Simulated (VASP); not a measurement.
A run of VASP 6.6.1 is set up as follows.

Contents of POSCAR:

```
KAs3I4
1.0
    2.4508904100      4.1110299300     -0.0594779400
   -2.4855824000      4.1310594400     -0.0719424000
    0.0449336000     -2.9504833000     13.4145807100
I As K
4 3 1
Direct
    0.1308990000      0.0862510000      0.2715600000
    0.8870700000      0.9535170000      0.7335680000
    0.3117540000      0.3526120000      0.9390400000
    0.6975290000      0.7386940000      0.1199320000
    0.3304140000      0.1897320000      0.6987980000
    0.8508770000      0.7446100000      0.3317030000
    0.0555130000      0.9675250000      0.0007240000
    0.5349220000      0.4720900000      0.4834890000
```

Contents of INCAR.step1:

```
PREC = Accurate ; ENCUT = 520
ISMEAR = -1 ; SIGMA = 0.1
LREAL = False ; LASPH = True
NELM = 100 ; NBANDS = 36
GGA = PE ; ALGO = Normal
EDIFF = 1E-4 ; LWAVE = True
LCHARG = False
```

The input INCAR.step2:

```
PREC = Accurate ; ENCUT = 520
EDIFF = 1E-6 ; ISMEAR = -1
SIGMA = 0.1 ; LREAL = False
LASPH = True ; NELM = 100
ALGO = Normal ; ISIF = 2
LWAVE = False ; LCHARG = False
METAGGA = R2SCAN ; LMIXTAU = True
NBANDS = 36 ; ISTART = 1
```

The input KPOINTS:

```
Automatic mesh
0
Gamma
  4 4 2
  0 0.5 0
```

Potentials or basis: VASP PAW PBE potentials, release 64 (I, As, K_sv).

Run with:

```console
$ cat potpaw_PBE.64/I/POTCAR potpaw_PBE.64/As/POTCAR potpaw_PBE.64/K_sv/POTCAR > POTCAR
$ cp INCAR.step1 INCAR
$ mpirun -np 1 vasp_std > vasp.out
$ cp INCAR.step2 INCAR
$ mpirun -np 1 vasp_std > vasp.out
```

(1) Predict the largest force.

(2) Estimate the pressure.

(3) What does it give for the band gap on the k mesh?

## Answers

(1) 2.628 eV/Å.

(2) 5.0 GPa.

(3) zero (band 26 reaches 4.27 eV, above the bottom of band 27 at 3.45 eV).

Caveat: the k points lie up to 0.37 Å⁻¹ apart; the PAW data sets were made with another functional, which shifts forces and pressure a little; spin-orbit coupling is left out, which moves the levels of the heavy elements.
